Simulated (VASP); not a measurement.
# TiB2 (P6/mmm) in VASP: notebook

The runs below take TiB2 through single point, relaxation of cell and atoms, with PBEsol.

Program: VASP 6.6.1. These are calculated values, not measurements. Logs are shortened: lines on timing, memory, paths and dates and some standing lists are left out, and cuts for length are marked.

### Step 1. The cell of the first run

It takes space group P6/mmm (No. 191, hexagonal). The conventional cell has a = 3.017 Å, b = 3.017 Å, c = 3.186 Å, α = 90.00°, β = 90.00°, γ = 120.00°. Within 3.2 Å of Ti (site symmetry 6/mmm) lie 12 B at 2.36 Å and 8 Ti at 3.02 to 3.19 Å. Within 2.4 Å of B (site symmetry -6m2) lie 3 B at 1.74 Å and 6 Ti at 2.36 Å.

### Step 2. Single point, PBEsol

INCAR

```
ALGO     = Normal         # electronic algorithm
EDIFF    = 1E-7           # SCF threshold, eV
ENCUT    = 520            # plane-wave cutoff, eV
GGA      = PS             # functional
ISIF     = 2              # what is computed and relaxed
ISMEAR   = 0              # smearing method
LASPH    = T              # aspherical terms in the spheres
LCHARG   = F              # write CHGCAR
LREAL    = F              # projectors in reciprocal space
LWAVE    = F              # write WAVECAR
NBANDS   = 16             # bands
NELM     = 100            # most SCF steps
PREC     = Accurate       # precision mode
SIGMA    = 0.1            # smearing width, eV
```

KPOINTS

```
k-points
0
Gamma
  18 18 14
```

POSCAR

```
TiB2
1.0
    3.0172238621      0.0000000000      0.0000000000
   -1.5086119311      2.6129925135      0.0000000000
    0.0000000000      0.0000000000      3.1857450604
Ti B
1 2
Direct
    0.0000000000      0.0000000000      0.0000000000
    0.3333333333      0.6666666667      0.5000000000
    0.6666666667      0.3333333333      0.5000000000
```

Potentials or basis: VASP PAW PBE potentials, release 64 (Ti_sv, B).

Launch:

```sh
$ cat potpaw_PBE.64/Ti_sv/POTCAR potpaw_PBE.64/B/POTCAR > POTCAR
$ mpirun -np 1 vasp_std > vasp.out
```

OUTCAR:

```text
EDIFF = 1E-7
   ENCUT = 520
   GGA = PS
   ISIF = 2
   ISMEAR = 0
   LASPH = T
   LREAL = F
   NELM = 100
   PREC = Accurate

 ion  position               nearest neighbor table
   1  0.000  0.000  0.000-   2 2.36   3 2.36   2 2.36   3 2.36   3 2.36   3 2.36   2 2.36   2 2.36
                             3 2.36   3 2.36   2 2.36   2 2.36
   2  0.333  0.667  0.500-   3 1.74   3 1.74   3 1.74   1 2.36   1 2.36   1 2.36   1 2.36   1 2.36
                             1 2.36
   3  0.667  0.333  0.500-   2 1.74   2 1.74   2 1.74   1 2.36   1 2.36   1 2.36   1 2.36   1 2.36
                             1 2.36

  LATTYP: Found a hexagonal cell.
 ALAT       =     3.0172238621
 C/A-ratio  =     1.0558530643

  Lattice vectors:

 A1 = (   3.0172238621,   0.0000000000,   0.0000000000)
 A2 = (  -1.5086119311,   2.6129925135,   0.0000000000)
 A3 = (   0.0000000000,   0.0000000000,   3.1857450604)

Analysis of symmetry for initial positions (statically):
=====================================================================
 Subroutine PRICEL returns:
 Original cell was already a primitive cell.

 Routine SETGRP: Setting up the symmetry group for a
 hexagonal supercell.

 Subroutine GETGRP returns: Found 24 space group operations
 (whereof 24 operations were pure point group operations)
 out of a pool of 24 trial point group operations.

The static configuration has the point symmetry D_6h.

Analysis of symmetry for dynamics (positions and initial velocities):
=====================================================================
 Subroutine PRICEL returns:
 Original cell was already a primitive cell.

 Routine SETGRP: Setting up the symmetry group for a
 hexagonal supercell.

 Subroutine GETGRP returns: Found 24 space group operations
 (whereof 24 operations were pure point group operations)
 out of a pool of 24 trial point group operations.

The dynamic configuration has the point symmetry D_6h.

 Subroutine INISYM returns: Found 24 space group operations
 (whereof 24 operations are pure point group operations),
 and found     1 'primitive' translations

----------------------------------------------------------------------------------------

                                     Primitive cell

  volume of cell :      25.1164

  direct lattice vectors                    reciprocal lattice vectors
     3.017223862  0.000000000  0.000000000     0.331430496  0.191351486  0.000000000
    -1.508611931  2.612992514  0.000000000     0.000000000  0.382702972  0.000000000
     0.000000000  0.000000000  3.185745060     0.000000000  0.000000000  0.313898313

  length of vectors
     3.017223862  3.017223862  3.185745060     0.382702972  0.382702972  0.313898313

  position of ions in fractional coordinates (direct lattice)
     0.000000000  0.000000000  0.000000000
     0.333333333  0.666666667  0.500000000
     0.666666667  0.333333333  0.500000000

  ion indices of the primitive-cell ions
   primitive index   ion index
                 1           1
                 2           2
                 3           3

----------------------------------------------------------------------------------------

 KPOINTS: k-points

Automatic generation of k-mesh.
 Grid dimensions read from file:
 generate k-points for:   18   18   14

 Generating k-lattice:

  Cartesian coordinates                     Fractional coordinates (reciprocal lattice)
     0.018412805  0.010630638  0.000000000     0.055555556 -0.000000000  0.000000000
     0.000000000  0.021261276  0.000000000     0.000000000  0.055555556  0.000000000
     0.000000000  0.000000000  0.022421308     0.000000000  0.000000000  0.071428571

  Length of vectors
     0.021261276  0.021261276  0.022421308

  Shift w.r.t. Gamma in fractional coordinates (k-lattice)
     0.000000000  0.000000000  0.000000000

 Subroutine IBZKPT returns following result:
 ===========================================

 Found    296 irreducible k-points:

 Following reciprocal coordinates:
            Coordinates               Weight
  0.000000  0.000000  0.000000      1.000000
  0.055556 -0.000000  0.000000      6.000000
  0.111111 -0.000000  0.000000      6.000000
  0.166667 -0.000000  0.000000      6.000000
  0.222222 -0.000000  0.000000      6.000000
  0.277778 -0.000000  0.000000      6.000000
[... 16 lines left out ...]
  0.333333  0.111111  0.000000     12.000000
  0.388889  0.111111  0.000000     12.000000
 [... further k-points ...]
   k-points           NKPTS =    296   k-points in BZ     NKDIM =    296   number of bands    NBANDS=     16
   number of dos      NEDOS =    301   number of ions     NIONS =      3
   total plane-waves  NPLWV =  13824
   dimension x,y,z NGX =    24 NGY =   24 NGZ =   24
   dimension x,y,z NGXF=    48 NGYF=   48 NGZF=   48
   ions per type =               1   2
   NGX,Y,Z   is equivalent  to a cutoff of  13.22, 13.22, 12.52 a.u.
   NGXF,Y,Z  is equivalent  to a cutoff of  26.45, 26.45, 25.05 a.u.
 SYSTEM =  unknown system
   PREC   = accura    normal or accurate (medium, high low for compatibility)
   ISTART =      0    job   : 0-new  1-cont  2-samecut
   ICHARG =      2    charge: 1-file 2-atom 10-const
   ISPIN  =      1    spin polarized calculation?
   LNONCOLLINEAR =      F non collinear calculations
   LSORBIT =      F    spin-orbit coupling
   LASPH  =      T    aspherical Exc in radial PAW
   ENCUT  =  520.0 eV  38.22 Ry    6.18 a.u.   5.61  5.61  5.92*2*pi/ulx,y,z
   NELM   =    100;   NELMIN=  2; NELMDL= -5     # of ELM steps
   EDIFF  = 0.1E-06   stopping-criterion for ELM
   LREAL  =      F    real-space projection
   EDIFFG = 0.1E-05   stopping-criterion for IOM
   NSW    =      0    number of steps for IOM
   IBRION =     -1    ionic relax: 0-MD 1-quasi-New 2-CG
   NFREE  =      0    steps in history (QN), initial steepest desc. (CG)
   ISIF   =      2    stress and relaxation
   ISYM   =      2    0-nonsym 1-usesym 2-fastsym
   POTIM  = 0.5000    time-step for ionic-motion
   TEBEG  =    0.0;   TEEND  =   0.0 temperature during run
   PSTRESS=    0.0 pullay stress
   NELECT =      18.0000    total number of electrons
   NUPDOWN=      -1.0000    fix difference up-down
   EMIN   =  10.00;   EMAX   =-10.00  energy-range for DOS
   EFERMI =   0.00;   METHOD = LEGACY
   ISMEAR =     0;   SIGMA  =   0.10  broadening in eV -4-tet -1-fermi 0-gaus
   EFERMI_NEDOS =   21; number of points for ismear=-14 and -15
   IALGO  =     38    algorithm
   IMIX   =      4    mixing-type and parameters
     AMIX     =   0.40;   BMIX     =  1.00
     AMIX_MAG =   1.60;   BMIX_MAG =  1.00
  volume/ion in A,a.u.               =       8.37        56.50
  Fermi-wavevector in a.u.,A,eV,Ry     =   1.465031  2.768507 29.202392  2.146315
  Thomas-Fermi vector in A             =   2.580936
   LORBIT       =      0    0 simple, 1 ext, 2 COOP (PROOUT), +10 PAW based schemes
   GGA     = PS    functional components
   LHFCALC =     F    Hartree Fock is set to
   AEXX    =    0.0000 exact exchange contribution
   IVDW    =     0    specifies the selected vdW correction
   LEPSILON=     F    determine dielectric tensor
   LRPA    =     F    only Hartree local field effects (RPA)
 non-spin polarized calculation
 Gauss-broadening in eV      SIGMA  =   0.10
  energy-cutoff  :      520.00
  volume of cell :       25.12
 maximum number of plane-waves:       696
 NGX is ok and might be reduce to    24
   NGX = 11   NGY = 11   NGZ = 11

 number of electron      17.9999998 magnetization

 Free energy of the ion-electron system (eV)
  ---------------------------------------------------
  ext. energy  EPLUGINS =         0.00000000
  ---------------------------------------------------
  free energy    TOTEN  =       -25.79333522 eV

  energy without entropy =      -25.79160106  energy(sigma->0) =      -25.79246814

 E-fermi :  10.1761     XC(G=0): -12.9766

 val. band max:       10.1737422253   @ k =   0.0000   0.0000   0.3571
 cond. band min:      10.1857348002   @ k =   0.0556   0.0556   0.3571
 fundamental gap:      0.0119925749
 Fermi energy:        10.1760636307

 k-point     1 :       0.0000    0.0000    0.0000
  band No.  band energies     occupation
      1     -46.4925      2.00000
      2     -22.9515      2.00000
      3     -22.6295      2.00000
      4     -22.6295      2.00000
      5      -3.4324      2.00000
      6       7.4402      2.00000
[... 8 lines left out ...]
     15      15.9258      0.00000
     16      17.1500      0.00000

 k-point     2 :       0.0556   -0.0000    0.0000
  band No.  band energies     occupation
      1     -46.4908      2.00000
      2     -22.9493      2.00000
      3     -22.6431      2.00000
      4     -22.6326      2.00000
      5      -3.3720      2.00000
      6       7.2674      2.00000
[... 8 lines left out ...]
     15      16.3432      0.00000
     16      17.3371      0.00000

 k-point     3 :       0.1111   -0.0000    0.0000
  band No.  band energies     occupation
      1     -46.4856      2.00000
      2     -22.9428      2.00000
      3     -22.6820      2.00000
      4     -22.6414      2.00000
      5      -3.1923      2.00000
      6       6.7847      2.00000
[... 8 lines left out ...]
     15      17.2691      0.00000
     16      17.9094      0.00000

 k-point     4 :       0.1667   -0.0000    0.0000
  band No.  band energies     occupation
      1     -46.4778      2.00000
      2     -22.9329      2.00000
      3     -22.7411      2.00000
      4     -22.6548      2.00000
      5      -2.8983      2.00000
      6       6.0829      2.00000
[... 8 lines left out ...]
     15      18.4310      0.00000
     16      18.5326      0.00000

 k-point     5 :       0.2222   -0.0000    0.0000
  band No.  band energies     occupation
      1     -46.4681      2.00000
      2     -22.9208      2.00000
      3     -22.8129      2.00000
      4     -22.6713      2.00000
      5      -2.4973      2.00000
      6       5.2526      2.00000
[... 8 lines left out ...]
     15      17.9139      0.00000
     16      19.6689      0.00000

 k-point     6 :       0.2778   -0.0000    0.0000
  band No.  band energies     occupation
      1     -46.4578      2.00000
      2     -22.9078      2.00000
      3     -22.8884      2.00000
      4     -22.6887      2.00000
      5      -1.9981      2.00000
      6       4.3586      2.00000
[... 8 lines left out ...]
     15      17.6372      0.00000
     16      19.5692      0.00000
[... 267 lines left out ...]
 k-point    21 :       0.2222    0.1111    0.0000
  band No.  band energies     occupation
      1     -46.4546      2.00000
      2     -22.9039      2.00000
      3     -22.8961      2.00000
      4     -22.7098      2.00000
      5      -1.8328      2.00000
      6       4.3697      2.00000
[... 8 lines left out ...]
     15      18.2159      0.00000
     16      19.5867      0.00000

 k-point    22 :       0.2778    0.1111    0.0000
  band No.  band energies     occupation
      1     -46.4455      2.00000
      2     -22.9566      2.00000
      3     -22.8924      2.00000
      4     -22.7307      2.00000
      5      -1.2491      2.00000
      6       3.5160      2.00000
[... 8 lines left out ...]
     15      18.2706      0.00000
     16      19.5303      0.00000

 k-point    23 :       0.3333    0.1111    0.0000
  band No.  band energies     occupation
      1     -46.4380      2.00000
      2     -23.0055      2.00000
      3     -22.8830      2.00000
      4     -22.7478      2.00000
      5      -0.5864      2.00000
      6       2.6416      2.00000
[... 8 lines left out ...]
     15      18.2771      0.00000
     16      19.3813      0.00000

 k-point    24 :       0.3889    0.1111    0.0000
  band No.  band energies     occupation
      1     -46.4332      2.00000
      2     -23.0372      2.00000
      3     -22.8769      2.00000
      4     -22.7589      2.00000
      5       0.1443      2.00000
      6       1.7771      2.00000
[... 8 lines left out ...]
     15      18.2643      0.00000
     16      19.2462      0.00000

 [... further k-points ...]
[... 5 lines left out ...]
  --------------------------------------------------------------------------------------
  -------------------------------------------------------------------------------------
  Total        0.0588189      0.0588189      0.0396100     -0.0000000      0.0000000     -0.0000000
  in kB        3.7520711      3.7520711      2.5267324     -0.0000000      0.0000000     -0.0000000
  external PRESSURE =       3.3436249 kB  Pullay stress =       0.0000000 kB

 VOLUME and BASIS-vectors are now :
 -----------------------------------------------------------------------------
  energy-cutoff  :      520.00
  volume of cell :       25.12
      direct lattice vectors                 reciprocal lattice vectors
     3.017223862  0.000000000  0.000000000     0.331430496  0.191351486  0.000000000
    -1.508611931  2.612992514  0.000000000     0.000000000  0.382702972  0.000000000
     0.000000000  0.000000000  3.185745060     0.000000000  0.000000000  0.313898313

 POSITION                                       TOTAL-FORCE (eV/Angst)
 -----------------------------------------------------------------------------------
      0.00000      0.00000      0.00000         0.000000      0.000000      0.000000
     -0.00000      1.74200      1.59287        -0.000000      0.000000      0.000000
      1.50861      0.87100      1.59287         0.000000     -0.000000      0.000000
 -----------------------------------------------------------------------------------
    total drift:                               -0.000000      0.000000      0.000000

  FREE ENERGIE OF THE ION-ELECTRON SYSTEM (eV)
  ---------------------------------------------------
  free  energy   TOTEN  =       -25.7933352206 eV

  energy  without entropy=      -25.7916010622  energy(sigma->0) =      -25.79246814
```

Run time: 66 s. Hardware: 1 thread of Intel Xeon Platinum 8488C (Sapphire Rapids), shared host; peak memory 0.23 GiB.

Results:

```yaml
Free_energy: -25.7933 eV
Pressure: 0.3 GPa
Band_gap_on_the_k_mesh: zero (bands 9 and 10 overlap by 0.63 eV)
```

Levels at points of the mesh, in eV from the Fermi level:
```
           k point  band 6  band 7  band 8  band 9  band 10  band 11  band 12  band 13
(0.00, 0.00, 0.00)   -2.74   -2.74   -2.24   -2.21     1.93     1.93     3.81     3.81
(0.50, 0.00, 0.00)   -9.26   -3.34   -3.26   -2.39     1.36     2.78     3.29     3.46
(0.00, 0.00, 0.50)   -7.73   -0.59   -0.59   -0.29    -0.29     0.41     0.41     1.77
(0.50, 0.00, 0.50)   -7.57   -4.78   -3.95   -3.19     2.59     2.98     4.68     4.75
```

Caveat: the PAW data sets were made with another functional, which shifts forces and pressure a little.

### Step 3. Relaxation of cell and atoms, PBEsol

This run uses another cell than the first one, of 8.56 Å³/atom.

INCAR

```
SYSTEM = TiB2
PREC     = Accurate       ! precision mode
ENCUT    = 600            ! plane-wave cutoff, eV
EDIFF    = 1E-6           ! SCF threshold, eV
ISMEAR   = 0              ! smearing method
SIGMA    = 0.1            ! smearing width, eV
LREAL    = .FALSE.        ! projectors in reciprocal space
LASPH    = .TRUE.         ! aspherical terms in the spheres
NELM     = 60             ! most SCF steps
ALGO     = Normal         ! electronic algorithm
ISIF     = 3              ! what is computed and relaxed
LWAVE    = .FALSE.        ! write WAVECAR
LCHARG   = .FALSE.        ! write CHGCAR
GGA      = PS             ! functional
IBRION   = 2              ! ionic algorithm
NSW      = 70             ! ionic steps
EDIFFG   = -0.005         ! ionic threshold
```

KPOINTS

```
Automatic mesh
0
G
  18 18 14
  0 0 0
```

POSCAR

```
TiB2
1.0
    3.0318049187      0.0000000000      0.0000000000
   -1.5159024594      2.6256200789      0.0000000000
    0.0000000000      0.0000000000      3.2242298103
Ti B
1 2
Direct
    0.0000000000      0.0000000000      0.0000000000
    0.3333333333      0.6666666667      0.5000000000
    0.6666666667      0.3333333333      0.5000000000
```

Potentials or basis: VASP PAW PBE potentials, release 64 (Ti_sv, B).

Launch:

```sh
$ cat potpaw_PBE.64/Ti_sv/POTCAR potpaw_PBE.64/B/POTCAR > POTCAR
$ mpirun -np 1 vasp_std > vasp.out
```

Wall time 2.7 min (1 thread of Intel Xeon Platinum 8488C (Sapphire Rapids), shared host); peak memory 0.25 GiB.

The run converged. Its results:

| Item | Value |
| --- | --- |
| Free energy | -25.7958 eV |
| Relaxed volume | 8.38 Å³/atom |
| Relaxed cell | a = 3.018 Å, b = 3.018 Å, c = 3.187 Å, α = 90.00°, β = 90.00°, γ = 120.00° |
| Space group after relaxing (to 0.1 Å) | P6/mmm (No. 191) |
| Energy gained by relaxing | 3.0 meV/atom |
| Ionic steps | 4 |
| Pressure after relaxing | 0.0 GPa |
| Band gap on the k mesh | zero (bands 9 and 10 overlap by 0.63 eV) |

The path:
| step | energy change (eV) | largest force (eV/Å) | pressure (GPa) | volume (Å³) |
| --- | --- | --- | --- | --- |
| 1 | 0.0000 | 0.0000 | -5.01 | 25.67 |
| 2 | -0.0015 | 0.0000 | 5.17 | 24.69 |
| 3 | -0.0086 | 0.0000 | 0.19 | 25.14 |
| 4 | -0.0091 | 0.0000 | 0.01 | 25.14 |

Final structure:
```
CELL_PARAMETERS angstrom
3.01845 0.00000 0.00000
-1.50922 2.61405 0.00000
0.00000 0.00000 3.18663
ATOMIC_POSITIONS crystal
Ti 0.00000 0.00000 0.00000
B 0.33333 0.66667 0.50000
B 0.66667 0.33333 0.50000
```

Levels at points of the mesh, in eV from the Fermi level:
| k point | band 6 | band 7 | band 8 | band 9 | band 10 | band 11 | band 12 | band 13 |
| --- | --- | --- | --- | --- | --- | --- | --- | --- |
| (0.00, 0.00, 0.00) | -2.73 | -2.73 | -2.24 | -2.21 | 1.93 | 1.93 | 3.80 | 3.80 |
| (0.50, 0.00, 0.00) | -9.26 | -3.33 | -3.25 | -2.38 | 1.36 | 2.78 | 3.28 | 3.46 |
| (0.00, 0.00, 0.50) | -7.72 | -0.59 | -0.59 | -0.29 | -0.29 | 0.41 | 0.41 | 1.76 |
| (0.50, 0.00, 0.50) | -7.57 | -4.78 | -3.94 | -3.19 | 2.59 | 2.98 | 4.68 | 4.75 |

Caveat: the PAW data sets were made with another functional, which shifts forces and pressure a little.
